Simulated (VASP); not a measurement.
# SnO (Romarchite) (P4/nmm) in VASP: notebook, part 2 of 2

VASP 6.6.1.

## (3) Single point, PBE

This run uses another cell than the first one, of 16.76 Å³/atom, 1.021 times its volume.

Input file INCAR:

```
ALGO     = Normal         # electronic algorithm
EDIFF    = 1E-6           # SCF threshold, eV
ENCUT    = 520            # plane-wave cutoff, eV
GGA      = PE             # functional
ISIF     = 2              # what is computed and relaxed
ISMEAR   = 0              # smearing method
LASPH    = True           # aspherical terms in the spheres
LCHARG   = True           # write CHGCAR
LELF     = True           # ELF
LREAL    = False          # projectors in reciprocal space
LVHAR    = True         
LWAVE    = False          # write WAVECAR
NBANDS   = 28             # bands
NELM     = 80             # most SCF steps
PREC     = Accurate       # precision mode
SIGMA    = 0.01           # smearing width, eV
```

Input file KPOINTS:

```
k-points
0
Gamma
  5 5 4
```

Input file POSCAR:

```
SnO
1.0
    3.7472612742      0.0000000000      0.0000000000
    0.0000000000      3.7472612742      0.0000000000
    0.0000000000      0.0000000000      4.7753757638
Sn O
2 2
Direct
    0.5000000000      0.0000000000      0.2369000000
    0.0000000000      0.5000000000      0.7631000000
    0.0000000000      0.0000000000      0.0000000000
    0.5000000000      0.5000000000      0.0000000000
```

Potentials or basis: VASP PAW PBE potentials, release 64 (Sn_d, O).

Command:

```sh
$ cat potpaw_PBE.64/Sn_d/POTCAR potpaw_PBE.64/O/POTCAR > POTCAR
$ mpirun -np 1 vasp_std > vasp.out
```

Run time: 22 s. Hardware: 1 thread of Intel Xeon Platinum 8375C at 2.90GHz (Ice Lake), shared host; peak memory 0.18 GiB.

The run converged. Its results:

| Property | Result |
| --- | --- |
| Free energy | -22.5251 eV |
| Pressure | 9.9 GPa |
| Largest force | 1.205 eV/Å |
| Band gap on the k mesh | 0.34 eV, indirect (least direct gap 2.08 eV) |

Forces on the atoms (eV/Å):
```
Sn   0.000  0.000  1.205
Sn   0.000  0.000 -1.205
O    0.000  0.000  0.000
O    0.000  0.000  0.000
```

Stress tensor (GPa, compression positive):
```
10.68  0.00  0.00
 0.00 10.68  0.00
 0.00  0.00  8.33
```

Levels at points of the mesh, in eV from the valence-band top:
```tsv
k point	band 18	band 19	band 20	band 21	band 22	band 23
(0.00, 0.00, 0.00)	-3.58	-3.58	0.00	2.15	4.26	4.69
(0.00, 0.00, 0.50)	-3.59	-3.04	-2.52	1.59	2.87	2.87
```

Caveat: spin-orbit coupling is left out, which moves the levels of the heavy elements; forces of over 1 eV/Å act on the atoms, so gaps and moduli don't describe the material at rest.

## (4) Single point, PBE

This run uses another cell than the first one, of 17.11 Å³/atom, 1.043 times its volume.

Input file INCAR:

```
SYSTEM = SnO
PREC = Accurate
ENCUT = 520
EDIFF = 1E-6
ISMEAR = 0
SIGMA = 0.01
LREAL = .False.
LASPH = .True.
NELM = 80
ALGO = Normal
ISIF = 2
LWAVE = .False.
LCHARG = .False.
GGA = PE
NBANDS = 28
```

Input file KPOINTS:

```
regular mesh
0
Gamma
  5 5 4
  0 0 0
```

Input file POSCAR:

```
SnO
1.0
    3.7731052721      0.0000000000      0.0000000000
    0.0000000000      3.7731052721      0.0000000000
    0.0000000000      0.0000000000      4.8083104305
Sn O
2 2
Direct
    0.5000000000      0.0000000000      0.2369000000
    0.0000000000      0.5000000000      0.7631000000
    0.0000000000      0.0000000000      0.0000000000
    0.5000000000      0.5000000000      0.0000000000
```

Potentials or basis: VASP PAW PBE potentials, release 64 (Sn_d, O).

Command:

```sh
$ cat potpaw_PBE.64/Sn_d/POTCAR potpaw_PBE.64/O/POTCAR > POTCAR
$ mpirun -np 1 vasp_std > vasp.out
```

OUTCAR:

```text
SYSTEM = SnO
   PREC = Accurate
   ENCUT = 520
   EDIFF = 1E-6
   ISMEAR = 0
   LREAL = .False.
   LASPH = .True.
   NELM = 80
   ISIF = 2
   GGA = PE

 ion  position               nearest neighbor table
   1  0.500  0.000  0.237-   3 2.20   4 2.20   4 2.20   3 2.20   2 3.51   2 3.51   2 3.51   2 3.51
                             2 3.68   2 3.68   2 3.68   2 3.68
   2  0.000  0.500  0.763-   3 2.20   4 2.20   3 2.20   4 2.20   1 3.51   1 3.51   1 3.51   1 3.51
                             1 3.68   1 3.68   1 3.68   1 3.68
   3  0.000  0.000  0.000-   1 2.20   2 2.20   2 2.20   1 2.20
   4  0.500  0.500  0.000-   1 2.20   2 2.20   1 2.20   2 2.20

[... 753 lines left out ...]
  -------------------------------------------------------------------------------------
  Total        3.3971456      3.3971456      2.6684911      0.0000000      0.0000000      0.0000000
  in kB       79.5123150     79.5123150     62.4577010      0.0000000      0.0000000      0.0000000
  external PRESSURE =      73.8274436 kB  Pullay stress =       0.0000000 kB

 VOLUME and BASIS-vectors are now :
 -----------------------------------------------------------------------------
  energy-cutoff  :      520.00
  volume of cell :       68.45
      direct lattice vectors                 reciprocal lattice vectors
     3.773105272  0.000000000  0.000000000     0.265033687  0.000000000  0.000000000
     0.000000000  3.773105272  0.000000000     0.000000000  0.265033687  0.000000000
     0.000000000  0.000000000  4.808310430     0.000000000  0.000000000  0.207973261

 POSITION                                       TOTAL-FORCE (eV/Angst)
 -----------------------------------------------------------------------------------
      1.88655      0.00000      1.13909         0.000000      0.000000      0.881109
      0.00000      1.88655      3.66922         0.000000      0.000000     -0.881109
      0.00000      0.00000      0.00000         0.000000      0.000000      0.000000
      1.88655      1.88655      0.00000        -0.000000     -0.000000      0.000000
 -----------------------------------------------------------------------------------
    total drift:                                0.000000      0.000000      0.000000

  FREE ENERGIE OF THE ION-ELECTRON SYSTEM (eV)
  ---------------------------------------------------
  free  energy   TOTEN  =       -22.6015526520 eV

  energy  without entropy=      -22.6015526520  energy(sigma->0) =      -22.60155265
```

OSZICAR:

```text
N       E                     dE             d eps       ncg     rms          rms(c)
DAV:   1     0.421912172393E+03    0.42191E+03   -0.19858E+04  1036   0.218E+03
DAV:   2     0.374581739071E+02   -0.38445E+03   -0.36903E+03  1040   0.541E+02
DAV:   3    -0.231982936687E+02   -0.60656E+02   -0.59200E+02  1132   0.181E+02
DAV:   4    -0.261887149576E+02   -0.29904E+01   -0.29757E+01  1180   0.426E+01
DAV:   5    -0.262569972199E+02   -0.68282E-01   -0.68274E-01  1108   0.695E+00    0.117E+01
DAV:   6    -0.226016135021E+02    0.36554E+01   -0.16107E+01  1616   0.441E+01    0.483E+00
DAV:   7    -0.226197126394E+02   -0.18099E-01   -0.19299E+00  1192   0.842E+00    0.249E+00
DAV:   8    -0.226087436544E+02    0.10969E-01   -0.27527E-01  1428   0.380E+00    0.814E-01
DAV:   9    -0.226005838172E+02    0.81598E-02   -0.50004E-02  1540   0.243E+00    0.228E-01
DAV:  10    -0.226017230101E+02   -0.11392E-02   -0.66062E-03  1352   0.722E-01    0.117E-01
DAV:  11    -0.226015302330E+02    0.19278E-03   -0.14499E-03  1520   0.378E-01    0.218E-02
DAV:  12    -0.226015643769E+02   -0.34144E-04   -0.23723E-04  1048   0.859E-02    0.346E-02
DAV:  13    -0.226015525922E+02    0.11785E-04   -0.43750E-05  1348   0.680E-02    0.377E-03
DAV:  14    -0.226015526520E+02   -0.59787E-07   -0.56850E-06  1060   0.134E-02
   1 F= -.22601553E+02 E0= -.22601553E+02  d E =-.125757E-56
```

stdout:

```text
POSCAR found type information on POSCAR SnO
 POSCAR found :  2 types and       4 ions
 scaLAPACK will be used
 LDA part: xc-table for (Slater+PW92), standard interpolation
 POSCAR, INCAR and KPOINTS ok, starting setup
 FFT: planning ... GRIDC
 FFT: planning ... GRID_SOFT
 FFT: planning ... GRID
 WAVECAR not read
 entering main loop
```

Run time: 20 s. Hardware: 1 thread of Intel Xeon Platinum 8375C at 2.90GHz (Ice Lake), shared host; peak memory 0.18 GiB.

Results:

```
Free energy            : -22.6016 eV
Pressure               : 7.4 GPa
Largest force          : 0.881 eV/Å
Band gap on the k mesh : 0.41 eV, indirect (least direct gap 2.11 eV)
```

Forces in eV/Å, atoms in the order of the input:
```
Sn   0.000  0.000  0.881
Sn   0.000  0.000 -0.881
O    0.000  0.000  0.000
O    0.000  0.000  0.000
```

Stress tensor (GPa, compression positive):
```
7.95 0.00 0.00
0.00 7.95 0.00
0.00 0.00 6.25
```

Levels at points of the mesh, in eV from the valence-band top:
```csv
k point,band 17,band 18,band 19,band 20,band 21,band 22,band 23,band 24
"(0.00, 0.00, 0.00)",-3.72,-3.42,-3.42,0.00,2.12,4.29,4.70,4.70
"(0.00, 0.00, 0.50)",-3.43,-3.43,-3.09,-2.40,1.63,2.92,2.92,3.68
```

Caveat: spin-orbit coupling is left out, which moves the levels of the heavy elements.

## (5) Single point, PBE

This run uses another cell than the first one, of 17.81 Å³/atom, 1.085 times its volume.

Input file INCAR:

```
PREC = Accurate
ENCUT = 520
EDIFF = 1E-7
ISMEAR = 0
SIGMA = 0.01
LREAL = F
LASPH = T
NELM = 80
ALGO = Normal
ISIF = 2
LWAVE = F
LCHARG = F
GGA = PE
NBANDS = 28
```

Input file KPOINTS:

```
Automatic mesh
0
Gamma
  5 5 4
```

Input file POSCAR:

```
SnO
1.0
    3.8237570245      0.0000000000      0.0000000000
    0.0000000000      3.8237570245      0.0000000000
    0.0000000000      0.0000000000      4.8728592124
Sn O
2 2
Direct
    0.5000000000      0.0000000000      0.2369000000
    0.0000000000      0.5000000000      0.7631000000
    0.0000000000      0.0000000000      0.0000000000
    0.5000000000      0.5000000000      0.0000000000
```

Command:

```sh
$ cat potpaw_PBE.64/Sn_d/POTCAR potpaw_PBE.64/O/POTCAR > POTCAR
$ mpirun -np 1 vasp_std > vasp.out
```

It took 22 s on 1 thread of Intel Xeon Platinum 8375C at 2.90GHz (Ice Lake), shared host; peak memory 0.18 GiB.

It converged, with:

```
Free energy            : -22.6942 eV
Pressure               : 3.1 GPa
Largest force          : 0.300 eV/Å
Band gap on the k mesh : 0.56 eV, indirect (least direct gap 2.06 eV)
```

Forces on the atoms (eV/Å):
```
Sn   0.000  0.000  0.300
Sn   0.000  0.000 -0.300
O    0.000  0.000  0.000
O    0.000  0.000  0.000
```

Stress tensor (GPa, compression positive):
```
3.30 0.00 0.00
0.00 3.30 0.00
0.00 0.00 2.65
```

Levels at points of the mesh, in eV from the valence-band top:
| k point | band 16 | band 17 | band 18 | band 19 | band 20 | band 21 | band 22 | band 23 | band 24 | band 25 |
| --- | --- | --- | --- | --- | --- | --- | --- | --- | --- | --- |
| (0.00, 0.00, 0.00) | -6.17 | -3.41 | -3.11 | -3.11 | 0.00 | 2.06 | 4.35 | 4.69 | 4.69 | 5.70 |
| (0.00, 0.00, 0.50) | -3.48 | -3.18 | -3.13 | -3.13 | -2.16 | 1.70 | 3.00 | 3.00 | 3.68 | 7.90 |

Caveat: spin-orbit coupling is left out, which moves the levels of the heavy elements.

## (6) The runs side by side

```tsv
cell	gap on the mesh (eV)	pressure (GPa)	largest force (eV/Å)
a = 3.721, b = 3.721, c = 4.742 Å, 4 atoms	0.25	12.7	1.55
a = 3.747, b = 3.747, c = 4.775 Å, 4 atoms	0.34	9.9	1.21
a = 3.773, b = 3.773, c = 4.808 Å, 4 atoms	0.41	7.4	0.88
a = 3.824, b = 3.824, c = 4.873 Å, 4 atoms	0.56	3.1	0.30
```

Alike in all rows: task single point; level PBE; potentials or basis VASP PAW PBE potentials, release 64 (Sn_d, O); no spin polarisation; k mesh 5 × 5 × 4; cutoff (eV) 520; smearing gaussian 0.01 eV.

Caveats: spin-orbit coupling is left out, which moves the levels of the heavy elements; forces of over 1 eV/Å act on the atoms, so gaps and moduli don't describe the material at rest (some runs).

Absolute energies hang on the potentials; compare differences alone.
